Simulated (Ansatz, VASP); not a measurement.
BaS: VASP beside Ansatz

The input INCAR:

```
PREC = Accurate
ENCUT = 500
EDIFF = 1E-6
ISMEAR = 0
SIGMA = 0.02
LREAL = False
LASPH = True
NELM = 120
ALGO = Normal
ISIF = 2
LWAVE = False
LCHARG = False
GGA = PS
NBANDS = 15
GGA_COMPAT = False
```

KPOINTS

```
Automatic mesh
0
Gamma
  8 8 8
```

POSCAR

```
BaS
1.0
    0.0000000000      3.1661429686      3.1661429686
    3.1661429686      0.0000000000      3.1661429686
    3.1661429686      3.1661429686      0.0000000000
Ba S
1 1
Direct
    0.0000000000      0.0000000000      0.0000000000
    0.5000000000      0.5000000000      0.5000000000
```

Input for Ansatz:

```yaml
crystal:
  lattice:
    - [0.0, 3.1661429686, 3.1661429686]
    - [3.1661429686, 0.0, 3.1661429686]
    - [3.1661429686, 3.1661429686, 0.0]
  atoms:
    - { symbol: Ba, position: [0.0, 0.0, 0.0] }
    - { symbol: S, position: [0.5, 0.5, 0.5] }
basis:
  ecutwfc: 420
kpoints:
  mp_grid: { grid: [8, 8, 8] }
  band_path:
    path:
      - [[0.0, 0.0, 0.0], [0.5, 0.0, 0.5], [0.625, 0.25, 0.625]]
      - [[0.375, 0.375, 0.75], [0.0, 0.0, 0.0], [0.5, 0.5, 0.5], [0.5, 0.25, 0.75], [0.5, 0.0, 0.5]]
    npoints: 10
hamiltonian:
  xc: pbesol
  pseudopotentials: { kind: paw, azcp: { folder: soft_1 } }
scf:
  occupations: { method: gaussian, width: 0.02 }
  n_extra_bands: 7
output:
  forces: true
  stress: true
  eigenvalues: true
  write_density: true
  write_potential: true
  elf: true
  volumetric_format: npy
```

Alike in both runs: task single point; functional PBEsol; k mesh 8 × 8 × 8; occupations gaussian, width 0.02 eV; no spin polarisation.

```csv
,VASP,Ansatz
version,VASP 6.6.1,Ansatz 0.2.0
potentials or method,"VASP PAW PBE potentials, release 64 (Ba_sv, S), cutoff 500 eV","scalar-relativistic, plane waves, PAW"
valence electrons in the cell,16,16
```

Ansatz gave:

| Property | Result |
| --- | --- |
| gap on the k mesh at the Fermi level (eV) | 2.04 |
| least direct gap on the mesh (eV) | 2.13 |
| pressure (GPa) | 0.0 |

Question: What did VASP give for the same quantities?

Answer: gap on the k mesh at the Fermi level (eV): 1.93; least direct gap on the mesh (eV): 2.06; pressure (GPa): 0.7.

VASP's potentials were made for PBE, not for PBEsol, and Ansatz warns of the same on its side.

Spin-orbit coupling is off throughout.
